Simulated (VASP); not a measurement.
# NaC4 (P1) in VASP: single point with PBE

Aim: the single point of NaC4 with PBE.

All numbers are computed with VASP 6.6.1; they aren't measurements. Logs are shortened: lines on timing, memory, paths and dates and some standing lists are left out, and cuts for length are marked.

**1. The cell of the first run**

The typed cell holds 10 atoms: a = 4.309 Å, b = 4.976 Å, c = 5.422 Å, α = 86.58°, β = 88.80°, γ = 89.99°.

**2. Single point, PBE**

The input, INCAR:

```
PREC = Accurate
ENCUT = 520
EDIFF = 1E-7
ISMEAR = 0
SIGMA = 0.1
LREAL = F
LASPH = T
NELM = 100
ALGO = Normal
ISIF = 2
LWAVE = F
LCHARG = T
GGA = PE
LELF = T
LVHAR = T
NBANDS = 34
```

The input, KPOINTS:

```
regular mesh
0
Gamma
  4 4 4
```

The input, POSCAR:

```
NaC4
1.0
    4.3092382571      0.0000000000      0.0000000000
    0.0011386113      4.9757298596      0.0000000000
    0.1139839542      0.3238388497      5.4106815028
Na C
2 8
Direct
    0.0471099917      0.5093908716      0.5043122402
    0.5478611290      0.0110619355      0.4975940633
    0.3841144655      0.9974679434      0.9998227397
    0.3841079190      0.4974292282      0.9999294091
    0.8840194083      0.7471711343      0.9998644310
    0.8840505177      0.2475951341      0.9997611271
    0.2172363722      0.7473089940      0.9997945377
    0.2172268573      0.2476481500      0.9997812749
    0.7171508310      0.9974987705      0.9990317186
    0.7171225084      0.4974278386      0.0001084584
```

Potentials or basis: VASP PAW PBE potentials, release 64 (Na_pv, C).

The run is started by

```console
cat potpaw_PBE.64/Na_pv/POTCAR potpaw_PBE.64/C/POTCAR > POTCAR
mpirun -np 1 vasp_std > vasp.out
```

OUTCAR:

```text
PREC = Accurate
   ENCUT = 520
   EDIFF = 1E-7
   ISMEAR = 0
   LREAL = F
   LASPH = T
   NELM = 100
   ISIF = 2
   GGA = PE

 ion  position               nearest neighbor table
   1  0.047  0.509  0.504-
   2  0.548  0.011  0.498-
   3  0.384  0.997  1.000-   9 1.44   8 1.44   7 1.44
   4  0.384  0.497  1.000-  10 1.44   8 1.44   7 1.44
   5  0.884  0.747  1.000-  10 1.44   7 1.44   9 1.44
   6  0.884  0.248  1.000-   8 1.44  10 1.44   9 1.44
   7  0.217  0.747  1.000-   5 1.44   4 1.44   3 1.44
   8  0.217  0.248  1.000-   6 1.44   4 1.44   3 1.44
   9  0.717  0.997  0.999-   3 1.44   6 1.44   5 1.44
  10  0.717  0.497  0.000-   4 1.44   5 1.44   6 1.44

  LATTYP: Found a triclinic cell.
 ALAT       =     5.4215623456
 B/A-ratio  =     0.9177668120
 C/A-ratio  =     0.7948332939
 COS(alpha) =     0.0002288330
 COS(beta)  =     0.0210241895
 COS(gamma) =     0.0597364567

  Lattice vectors:

 A1 = (  -0.1139839542,  -0.3238388497,  -5.4106815028)
 A2 = (  -0.0011386113,  -4.9757298596,   0.0000000000)
 A3 = (  -4.3092382571,   0.0000000000,   0.0000000000)

Analysis of symmetry for initial positions (statically):
=====================================================================
 Subroutine PRICEL returns:
 Original cell was already a primitive cell.

 Routine SETGRP: Setting up the symmetry group for a
 triclinic supercell.

 Subroutine GETGRP returns: Found  1 space group operations
 (whereof  1 operations were pure point group operations)
 out of a pool of  2 trial point group operations.

The static configuration has the point symmetry C_1 .

Analysis of symmetry for dynamics (positions and initial velocities):
=====================================================================
 Subroutine PRICEL returns:
 Original cell was already a primitive cell.

 Routine SETGRP: Setting up the symmetry group for a
 triclinic supercell.

 Subroutine GETGRP returns: Found  1 space group operations
 (whereof  1 operations were pure point group operations)
 out of a pool of  2 trial point group operations.

The dynamic configuration has the point symmetry C_1 .

 Subroutine INISYM returns: Found  1 space group operations
 (whereof  1 operations are pure point group operations),
 and found     1 'primitive' translations

[... 117 lines left out ...]
   ISYM   =      2    0-nonsym 1-usesym 2-fastsym
   POTIM  = 0.5000    time-step for ionic-motion
   TEBEG  =    0.0;   TEEND  =   0.0 temperature during run
   PSTRESS=    0.0 pullay stress
   NELECT =      46.0000    total number of electrons
   NUPDOWN=      -1.0000    fix difference up-down
   EMIN   =  10.00;   EMAX   =-10.00  energy-range for DOS
   EFERMI =   0.00;   METHOD = LEGACY
   ISMEAR =     0;   SIGMA  =   0.10  broadening in eV -4-tet -1-fermi 0-gaus
   EFERMI_NEDOS =   21; number of points for ismear=-14 and -15
   IALGO  =     38    algorithm
   IMIX   =      4    mixing-type and parameters
     AMIX     =   0.40;   BMIX     =  1.00
     AMIX_MAG =   1.60;   BMIX_MAG =  1.00
  volume/ion in A,a.u.               =      11.60        78.29
  Fermi-wavevector in a.u.,A,eV,Ry     =   1.202701  2.272775 19.680688  1.446490
  Thomas-Fermi vector in A             =   2.338475
   LORBIT       =      0    0 simple, 1 ext, 2 COOP (PROOUT), +10 PAW based schemes
   GGA     = PE    functional components
   LHFCALC =     F    Hartree Fock is set to
   AEXX    =    0.0000 exact exchange contribution
   IVDW    =     0    specifies the selected vdW correction
   LEPSILON=     F    determine dielectric tensor
   LRPA    =     F    only Hartree local field effects (RPA)
 non-spin polarized calculation
 Gauss-broadening in eV      SIGMA  =   0.10
  energy-cutoff  :      520.00
  volume of cell :      116.01
 maximum number of plane-waves:      3146
   NGX = 17   NGY = 19   NGZ = 21

 number of electron      45.9999990 magnetization

 Free energy of the ion-electron system (eV)
  ---------------------------------------------------
  ext. energy  EPLUGINS =         0.00000000
  ---------------------------------------------------
  free energy    TOTEN  =       -75.68688538 eV

  energy without entropy =      -75.65523834  energy(sigma->0) =      -75.67106186

 E-fermi :   4.7521     XC(G=0):  -9.3365

 val. band max:        4.7515013300   @ k =   0.5000  -0.0000  -0.0000
 cond. band min:       4.7532752505   @ k =   0.5000  -0.0000  -0.0000
 fundamental gap:      0.0017739205
 Fermi energy:         4.7520674500

 k-point     1 :       0.0000    0.0000    0.0000
  band No.  band energies     occupation
      1     -20.8907      2.00000
      2     -20.8674      2.00000
      3     -20.8330      2.00000
      4     -20.8232      2.00000
      5     -20.8192      2.00000
      6     -20.8100      2.00000
[... 877 lines left out ...]
     33      12.3244      0.00000
     34      12.6680      0.00000

 [... further k-points ...]

------------------------ aborting loop because EDIFF is reached ----------------------------------------

  FORCE on cell =-STRESS in cart. coord.  units (eV):
  Direction    XX          YY          ZZ          XY          YZ          ZX
  --------------------------------------------------------------------------------------
  -------------------------------------------------------------------------------------
  Total        0.3293509      1.1531562      1.0398413     -0.0498213     -0.0297684     -0.0549144
  in kB        4.5484157     15.9253673     14.3604608     -0.6880436     -0.4111088     -0.7583805
  external PRESSURE =      11.6114146 kB  Pullay stress =       0.0000000 kB

 VOLUME and BASIS-vectors are now :
 -----------------------------------------------------------------------------
  energy-cutoff  :      520.00
  volume of cell :      116.01
      direct lattice vectors                 reciprocal lattice vectors
     4.309238257  0.000000000  0.000000000     0.232059575 -0.000053103 -0.004885498
     0.001138611  4.975729860  0.000000000     0.000000000  0.200975541 -0.012028741
     0.113983954  0.323838850  5.410681503     0.000000000  0.000000000  0.184819602

 POSITION                                       TOTAL-FORCE (eV/Angst)
 -----------------------------------------------------------------------------------
      0.26107      2.69791      2.72867         0.004520      0.001583     -0.004382
      2.41759      0.21618      2.69232        -0.001726      0.001873     -0.001625
      1.77034      5.28691      5.40972         0.249674     -0.006718     -0.010449
      1.76975      2.79889      5.41030         0.279927     -0.000803     -0.004741
      3.92427      4.04152      5.40995         0.246684      0.024069     -0.005304
      3.92382      1.55573      5.40939         0.238037     -0.009750     -0.007284
      1.05093      4.04218      5.40957        -0.248096     -0.002476      0.007489
      1.05032      1.55600      5.40950        -0.242532      0.000445      0.001035
      3.20538      5.28681      5.40544        -0.244566     -0.002460      0.017053
      3.09083      2.47510      0.00059        -0.281923     -0.005761      0.008208
 -----------------------------------------------------------------------------------
    total drift:                                0.000869      0.000428     -0.000062

  FREE ENERGIE OF THE ION-ELECTRON SYSTEM (eV)
  ---------------------------------------------------
  free  energy   TOTEN  =       -75.6868853818 eV

  energy  without entropy=      -75.6552383447  energy(sigma->0) =      -75.67106186
```

Run time: 94 s. Hardware: 1 thread of Intel Xeon Platinum 8488C (Sapphire Rapids), shared host; peak memory 0.26 GiB.

What came out:

- Free energy: -75.6869 eV
- Pressure: 1.2 GPa
- Largest force: 0.282 eV/Å
- Band gap on the k mesh: zero (band 23 reaches 7.08 eV, above the bottom of band 24 at 3.92 eV)

Forces on the atoms (eV/Å):
```
Na   0.005  0.002 -0.004
Na  -0.002  0.002 -0.002
C    0.250 -0.007 -0.010
C    0.280 -0.001 -0.005
C    0.247  0.024 -0.005
C    0.238 -0.010 -0.007
C   -0.248 -0.002  0.007
C   -0.243  0.000  0.001
C   -0.245 -0.002  0.017
C   -0.282 -0.006  0.008
```

Caveat: the k points lie up to 0.36 Å⁻¹ apart.
